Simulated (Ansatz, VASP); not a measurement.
One calculation of CoO, two programs

The input INCAR:

```
SYSTEM = CoO
  PREC = Accurate
  ENCUT = 520
  EDIFF = 1E-7
  ISMEAR = 0
  SIGMA = 0.05
  LREAL = .FALSE.
  LASPH = .TRUE.
  NELM = 150
  ALGO = Normal
  ISIF = 2
  LWAVE = .FALSE.
  LCHARG = .FALSE.
  ISPIN = 2
  MAGMOM = 2 -2 0 0
  LORBIT = 11
  LMAXMIX = 4
  LDAU = .TRUE.
  LDAUTYPE = 2
  LDAUL = 2 -1
  LDAUU = 4 0
  LDAUJ = 0 0
  LDAUPRINT = 1
  GGA = PE
  NBANDS = 27
```

File KPOINTS:

```
regular mesh
0
G
  7 4 7
  0 0 0
```

Contents of POSCAR:

```
CoO
1.0
    1.4281496200      2.4736276900      0.0000000000
   -4.2844488400      2.4736276900      0.0000000000
    0.0000000000      0.0000000000      2.7876065300
Co O
2 2
Direct
    0.0000000000      0.0000000000      0.0000000000
    0.5000000000      0.5000000000      0.0000000000
    0.5000000000      0.8333333333      0.5000000000
    0.0000000000      0.3333333333      0.5000000000
```

input.yaml

```yaml
crystal:
  lattice:
    - [1.42814962, 2.47362769, 0.0]
    - [-4.28444884, 2.47362769, 0.0]
    - [0.0, 0.0, 2.78760653]
  atoms:
    - { symbol: Co, position: [0.0, 0.0, 0.0], spin: 2.0 }
    - { symbol: Co, position: [0.5, 0.5, 0.0], spin: -2.0 }
    - { symbol: O, position: [0.5, 0.8333333333, 0.5] }
    - { symbol: O, position: [0.0, 0.3333333333, 0.5] }
hamiltonian:
  xc: pbe
  pseudopotentials: { kind: paw }
  hubbard: { sites: [{ species: Co, l: d, u_eff: 4.0 }] }
magnetization:
  spin_polarized: true
kpoints:
  mp_grid: { grid: [7, 4, 7] }
scf:
  occupations: { method: gaussian, width: 0.05 }
output:
  forces: true
  stress: true
  eigenvalues: true
  write_density: true
  write_potential: true
  elf: true
  volumetric_format: npy
```

Alike in both runs: task single point; functional PBE; k mesh 7 × 4 × 7; occupations gaussian, width 0.05 eV; collinear spin; Hubbard terms Co d U = 4.0 eV.

|  | VASP | Ansatz |
| --- | --- | --- |
| version | VASP 6.6.1 | Ansatz 0.2.0 |
| potentials or method | VASP PAW PBE potentials, release 64 (Co, O) | Ansatz PAW |
| plane-wave cutoff (eV) | 520 | 420 |
| valence electrons in the cell | 30 | 46 |

|  | VASP | Ansatz | Ansatz less VASP |
| --- | --- | --- | --- |
| gap on the k mesh at the Fermi level (eV) | 1.40 | 1.39 | -0.007 |
| least direct gap on the mesh (eV) | 1.46 | 1.39 | -0.068 |
| pressure (GPa) | -0.6 | 3.7 | +4.28 |
| traceless stress, the component that is largest in VASP (GPa) | -11.71 | -10.68 | +1.037 |
| rms of the force components (eV/Å) | 0.116 | 0.124 | +0.0077 |
| net moment per atom (μB) | 0.00 | 0.00 | 0.000 |
| size of the moment on the site where the two differ most (μB) | 2.68 | 2.54 | -0.134 |

Site moments also hang on the region over which each program counts them. The programs project onto different local orbitals, so the same U acts differently, and such runs can settle in different states. Atom by atom the forces differ by 0.008 eV/Å (rms over components). VASP's potentials hold 30 valence electrons a cell and Ansatz's 46, so a difference there can come from the potentials and not from the codes.

Noted on Ansatz's run: the magnetic or orbital state may not be the lowest; odd divisions of the mesh miss points on the zone boundary, where band edges often lie, so the gap on the mesh can be too wide.
